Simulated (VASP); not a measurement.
# Na4Au in VASP: relaxation of the atoms with PBEsol

Aim: the relaxation of the atoms of Na4Au with PBEsol.

Everything below comes from runs of VASP 6.6.1. Logs are shortened: lines on timing, memory, paths and dates and some standing lists are left out, and cuts for length are marked.

## 1. The cell of the first run

The cell holds a slab with vacuum, 5 atoms: a = 4.167 Å, b = 4.167 Å, c = 25.251 Å, α = 90.00°, β = 90.00°, γ = 90.00°.

## 2. Relaxation of the atoms, PBEsol

Contents of INCAR:

```
PREC     = Accurate       # precision mode
ENCUT    = 520            # plane-wave cutoff, eV
EDIFF    = 1E-6           # SCF threshold, eV
ISMEAR   = 0              # smearing method
SIGMA    = 0.1            # smearing width, eV
LREAL    = False          # projectors in reciprocal space
LASPH    = True           # aspherical terms in the spheres
NELM     = 60             # most SCF steps
ALGO     = Normal         # electronic algorithm
ISIF     = 2              # what is computed and relaxed
LWAVE    = False          # write WAVECAR
LCHARG   = False          # write CHGCAR
LDIPOL   = True         
IDIPOL   = 3            
DIPOL    = 0.5 0.5 0.509
GGA      = PS             # functional
IBRION   = 2              # ionic algorithm
NSW      = 90             # ionic steps
EDIFFG   = -0.03          # ionic threshold
```

Contents of KPOINTS:

```
Automatic mesh
0
Gamma
  7 7 1
```

Contents of POSCAR:

```
Na4Au
1.0
    4.1673657450      0.0000000000      0.0000000000
    0.0000000000      4.1673657450      0.0000000000
    0.0000000000      0.0000000000     25.2510486175
Na Au
4 1
Selective dynamics
Direct
    0.5000000000      0.5000000000      0.3366196838  F F F
    0.0000000000      0.0000000000      0.4191383508  F F F
    0.5000000000      0.5000000000      0.5016570178  T T T
    0.0000000000      0.0000000000      0.5841756847  T T T
    0.0000000000      0.0000000000      0.7037746783  T T T
```

Potentials or basis: VASP PAW PBE potentials, release 64 (Na_pv, Au).

Launch:

```
$ cat potpaw_PBE.64/Na_pv/POTCAR potpaw_PBE.64/Au/POTCAR > POTCAR
$ mpirun -np 1 vasp_std > vasp.out
```

OUTCAR:

```text
PREC = Accurate
   ENCUT = 520
   EDIFF = 1E-6
   ISMEAR = 0
   LREAL = False
   LASPH = True
   NELM = 60
   ISIF = 2
   GGA = PS
   IBRION = 2
   NSW = 90
   EDIFFG = -0.03

 ion  position               nearest neighbor table
   1  0.500  0.500  0.337-
   2  0.000  0.000  0.419-
   3  0.500  0.500  0.502-
   4  0.000  0.000  0.584-   5 3.02
   5  0.000  0.000  0.704-   4 3.02

  LATTYP: Found a simple tetragonal cell.
 ALAT       =     4.1673657450
 C/A-ratio  =     6.0592350570

  Lattice vectors:

 A1 = (   4.1673657450,   0.0000000000,   0.0000000000)
 A2 = (   0.0000000000,   4.1673657450,   0.0000000000)
 A3 = (   0.0000000000,   0.0000000000,  25.2510486175)

Analysis of symmetry for initial positions (statically):
=====================================================================
 Subroutine PRICEL returns:
 Original cell was already a primitive cell.

 Routine SETGRP: Setting up the symmetry group for a
 simple tetragonal supercell.

 Subroutine GETGRP returns: Found  8 space group operations
 (whereof  8 operations were pure point group operations)
 out of a pool of 16 trial point group operations.

The static configuration has the point symmetry C_4v.

Analysis of symmetry for dynamics (positions and initial velocities):
=====================================================================
 Subroutine PRICEL returns:
 Original cell was already a primitive cell.

 Routine SETGRP: Setting up the symmetry group for a
 simple tetragonal supercell.

 Subroutine GETGRP returns: Found  8 space group operations
 (whereof  8 operations were pure point group operations)
 out of a pool of 16 trial point group operations.

The dynamic configuration has the point symmetry C_4v.

Analysis of constrained symmetry for selective dynamics:
=====================================================================
 Subroutine PRICEL returns:
 Original cell was already a primitive cell.

 Routine SETGRP: Setting up the symmetry group for a
 simple tetragonal supercell.

 Subroutine GETGRP returns: Found  8 space group operations
 (whereof  8 operations were pure point group operations)
 out of a pool of 16 trial point group operations.

The constrained configuration has the point symmetry C_4v.

 Subroutine INISYM returns: Found  8 space group operations
 (whereof  8 operations are pure point group operations),
 and found     1 'primitive' translations

----------------------------------------------------------------------------------------

                                     Primitive cell

  volume of cell :     438.5334

  direct lattice vectors                    reciprocal lattice vectors
     4.167365745  0.000000000  0.000000000     0.239959740  0.000000000  0.000000000
     0.000000000  4.167365745  0.000000000     0.000000000  0.239959740  0.000000000
     0.000000000  0.000000000 25.251048618     0.000000000  0.000000000  0.039602316

  length of vectors
     4.167365745  4.167365745 25.251048618     0.239959740  0.239959740  0.039602316

  position of ions in fractional coordinates (direct lattice)
     0.500000000  0.500000000  0.336619684
     0.000000000  0.000000000  0.419138351
     0.500000000  0.500000000  0.501657018
     0.000000000  0.000000000  0.584175685
     0.000000000  0.000000000  0.703774678

  ion indices of the primitive-cell ions
   primitive index   ion index
                 1           1
                 2           2
                 3           3
                 4           4
                 5           5

----------------------------------------------------------------------------------------

 KPOINTS: Automatic mesh

Automatic generation of k-mesh.
 Grid dimensions read from file:
 generate k-points for:    7    7    1

 Generating k-lattice:

  Cartesian coordinates                     Fractional coordinates (reciprocal lattice)
     0.034279963  0.000000000  0.000000000     0.142857143  0.000000000  0.000000000
     0.000000000  0.034279963  0.000000000     0.000000000  0.142857143  0.000000000
     0.000000000  0.000000000  0.039602316     0.000000000  0.000000000  1.000000000

  Length of vectors
     0.034279963  0.034279963  0.039602316

  Shift w.r.t. Gamma in fractional coordinates (k-lattice)
     0.000000000  0.000000000  0.000000000

 Subroutine IBZKPT returns following result:
 ===========================================

 Found     10 irreducible k-points:

 Following reciprocal coordinates:
            Coordinates               Weight
  0.000000  0.000000  0.000000      1.000000
  0.142857  0.000000  0.000000      4.000000
  0.285714  0.000000  0.000000      4.000000
  0.428571  0.000000  0.000000      4.000000
  0.142857  0.142857  0.000000      4.000000
  0.285714  0.142857  0.000000      8.000000
  0.428571  0.142857  0.000000      8.000000
  0.285714  0.285714  0.000000      4.000000
  0.428571  0.285714  0.000000      8.000000
  0.428571  0.428571  0.000000      4.000000
   k-points           NKPTS =     10   k-points in BZ     NKDIM =     10   number of bands    NBANDS=     23
   number of dos      NEDOS =    301   number of ions     NIONS =      5
   total plane-waves  NPLWV = 196608
   dimension x,y,z NGX =    32 NGY =   32 NGZ =  192
   dimension x,y,z NGXF=    64 NGYF=   64 NGZF=  384
   ions per type =               4   1
   NGX,Y,Z   is equivalent  to a cutoff of  12.77, 12.77, 12.64 a.u.
   NGXF,Y,Z  is equivalent  to a cutoff of  25.53, 25.53, 25.28 a.u.
 SYSTEM =  unknown system
   PREC   = accura    normal or accurate (medium, high low for compatibility)
   ISTART =      0    job   : 0-new  1-cont  2-samecut
   ICHARG =      2    charge: 1-file 2-atom 10-const
   ISPIN  =      1    spin polarized calculation?
   LNONCOLLINEAR =      F non collinear calculations
   LSORBIT =      F    spin-orbit coupling
   LASPH  =      T    aspherical Exc in radial PAW
   ENCUT  =  520.0 eV  38.22 Ry    6.18 a.u.   7.75  7.75 46.95*2*pi/ulx,y,z
   NELM   =     60;   NELMIN=  2; NELMDL= -5     # of ELM steps
   EDIFF  = 0.1E-05   stopping-criterion for ELM
   LREAL  =      F    real-space projection
   EDIFFG = -.3E-01   stopping-criterion for IOM
   NSW    =     90    number of steps for IOM
   IBRION =      2    ionic relax: 0-MD 1-quasi-New 2-CG
   NFREE  =      1    steps in history (QN), initial steepest desc. (CG)
   ISIF   =      2    stress and relaxation
   ISYM   =      2    0-nonsym 1-usesym 2-fastsym
   POTIM  = 0.5000    time-step for ionic-motion
   TEBEG  =    0.0;   TEEND  =   0.0 temperature during run
   PSTRESS=    0.0 pullay stress
   NELECT =      39.0000    total number of electrons
   NUPDOWN=      -1.0000    fix difference up-down
   EMIN   =  10.00;   EMAX   =-10.00  energy-range for DOS
   EFERMI =   0.00;   METHOD = LEGACY
   ISMEAR =     0;   SIGMA  =   0.10  broadening in eV -4-tet -1-fermi 0-gaus
   EFERMI_NEDOS =   21; number of points for ismear=-14 and -15
   IALGO  =     38    algorithm
   IMIX   =      4    mixing-type and parameters
     AMIX     =   0.40;   BMIX     =  1.00
     AMIX_MAG =   1.60;   BMIX_MAG =  1.00
  volume/ion in A,a.u.               =      87.71       591.87
  Fermi-wavevector in a.u.,A,eV,Ry     =   0.730739  1.380896  7.265227  0.533979
  Thomas-Fermi vector in A             =   1.822783
   LORBIT       =      0    0 simple, 1 ext, 2 COOP (PROOUT), +10 PAW based schemes
   GGA     = PS    functional components
   LHFCALC =     F    Hartree Fock is set to
   AEXX    =    0.0000 exact exchange contribution
   IVDW    =     0    specifies the selected vdW correction
   LEPSILON=     F    determine dielectric tensor
   LRPA    =     F    only Hartree local field effects (RPA)
 conjugate gradient relaxation of ions
 non-spin polarized calculation
 Gauss-broadening in eV      SIGMA  =   0.10
  energy-cutoff  :      520.00
  volume of cell :      438.53
 maximum number of plane-waves:     11834
 NGX is ok and might be reduce to    32
   NGX = 15   NGY = 15   NGZ = 93

--------------------------------------- Ionic step        1  -------------------------------------------

 number of electron      39.0000051 magnetization

 Free energy of the ion-electron system (eV)
  ---------------------------------------------------
  ext. energy  EPLUGINS =         0.00000000
  ---------------------------------------------------
  free energy    TOTEN  =        -6.75951180 eV

  energy without entropy =       -6.73066537  energy(sigma->0) =       -6.74508858

------------------------ aborting loop because EDIFF is reached ----------------------------------------

  FORCE on cell =-STRESS in cart. coord.  units (eV):
  Direction    XX          YY          ZZ          XY          YZ          ZX
  --------------------------------------------------------------------------------------
  -------------------------------------------------------------------------------------
  Total       -1.2783947     -1.2783947     -1.8681763      0.0000000      0.0000000     -0.0000000
  in kB       -4.6706022     -4.6706022     -6.8253635      0.0000000      0.0000000     -0.0000000
  external PRESSURE =      -5.3888560 kB  Pullay stress =       0.0000000 kB
[... 219 lines left out ...]
  energy  without entropy=       -6.9063451414  energy(sigma->0) =       -6.91898059

--------------------------------------- Ionic step        7  -------------------------------------------

 number of electron      39.0000051 magnetization

 dipolmoment           0.000000      0.000000      0.307593 electrons x Angstroem

 Free energy of the ion-electron system (eV)
  ---------------------------------------------------
  ext. energy  EPLUGINS =         0.00000000
  ---------------------------------------------------
  free energy    TOTEN  =        -6.93175068 eV

  energy without entropy =       -6.90635310  energy(sigma->0) =       -6.91905189

 E-fermi :  -2.1871     XC(G=0):  -3.5002

 val. band max:       -2.2117095686   @ k =   0.0000   0.0000   0.0000
 cond. band min:      -2.1501160982   @ k =   0.4286   0.1429   0.0000
 fundamental gap:      0.0615934705
 Fermi energy:        -2.1870989642

 k-point     1 :       0.0000    0.0000    0.0000
  band No.  band energies     occupation
      1     -27.4517      2.00000
      2     -27.4296      2.00000
      3     -27.4296      2.00000
      4     -27.1881      2.00000
      5     -27.1633      2.00000
      6     -27.1633      2.00000
[... 249 lines left out ...]
     22      -0.4828      0.00000
     23       0.0529      0.00000

------------------------ aborting loop because EDIFF is reached ----------------------------------------

 vacuum level on the upper side and lower side of the slab       (xc-potential included)         1.558        -1.575

  FORCE on cell =-STRESS in cart. coord.  units (eV):
  Direction    XX          YY          ZZ          XY          YZ          ZX
  --------------------------------------------------------------------------------------
  -------------------------------------------------------------------------------------
  Total       -1.2429758     -1.2429758     -0.0594725      0.0000000      0.0000000      0.0000000
  in kB       -4.5411996     -4.5411996     -0.2172822      0.0000000      0.0000000      0.0000000
  external PRESSURE =      -3.0998938 kB  Pullay stress =       0.0000000 kB

 VOLUME and BASIS-vectors are now :
 -----------------------------------------------------------------------------
  energy-cutoff  :      520.00
  volume of cell :      438.53
      direct lattice vectors                 reciprocal lattice vectors
     4.167365745  0.000000000  0.000000000     0.239959740  0.000000000  0.000000000
     0.000000000  4.167365745  0.000000000     0.000000000  0.239959740  0.000000000
     0.000000000  0.000000000 25.251048618     0.000000000  0.000000000  0.039602316
[... 11 lines left out ...]
  FREE ENERGIE OF THE ION-ELECTRON SYSTEM (eV)
  ---------------------------------------------------
  free  energy   TOTEN  =        -6.9317506762 eV

  energy  without entropy=       -6.9063531047  energy(sigma->0) =       -6.91905189

 reached required accuracy - stopping structural energy minimisation

 vacuum level on the upper side and lower side of the slab         3.441         0.295
```

Run time: 25 min. Hardware: 1 thread of Intel Xeon 8259CL, shared host; peak memory 0.55 GiB.

Results:

* Free energy: -6.9318 eV
* Energy gained by relaxing: 34.4 meV/atom
* Ionic steps: 7
* Band gap on the k mesh: zero (an odd number of electrons rules out a gap without spin polarisation)

The path:
```
step  energy change (eV)  largest force on free atoms (eV/Å)  pressure (GPa)
   1              0.0000                              0.7049           -0.54
   2             -0.0427                              0.6554           -0.52
   3             -0.1444                              0.3787           -0.42
   4             -0.0205                              1.4295            0.10
   5             -0.1670                              0.1793           -0.37
   6             -0.1721                              0.0333           -0.30
   7             -0.1722                              0.0262           -0.31
```

Final structure:
```cif
data_structure
_symmetry_space_group_name_H-M 'P 1'
_symmetry_Int_Tables_number 1
_cell_length_a 4.1674
_cell_length_b 4.1674
_cell_length_c 25.2510
_cell_angle_alpha 90.000
_cell_angle_beta 90.000
_cell_angle_gamma 90.000
_cell_volume 438.53
loop_
_atom_site_label
_atom_site_type_symbol
_atom_site_fract_x
_atom_site_fract_y
_atom_site_fract_z
_atom_site_occupancy
Na1 Na 0.50000 0.50000 0.33662 1
Na2 Na 0.00000 0.00000 0.41914 1
Na3 Na 0.50000 0.50000 0.50047 1
Na4 Na 0.00000 0.00000 0.59240 1
Au1 Au 0.00000 0.00000 0.69633 1
```

Levels at points of the mesh, in eV from the Fermi level:
```csv
k point,band 18,band 19,band 20,band 21,band 22,band 23
"(0.00, 0.00, 0.00)",-1.47,-1.43,-1.21,-0.02,1.52,2.62
```

Caveat: the PAW data sets were made with another functional, which shifts forces and pressure a little; spin-orbit coupling is left out, which moves the levels of the heavy elements.

The gap in the log of VASP goes by the Fermi energy; the results here count the filled bands.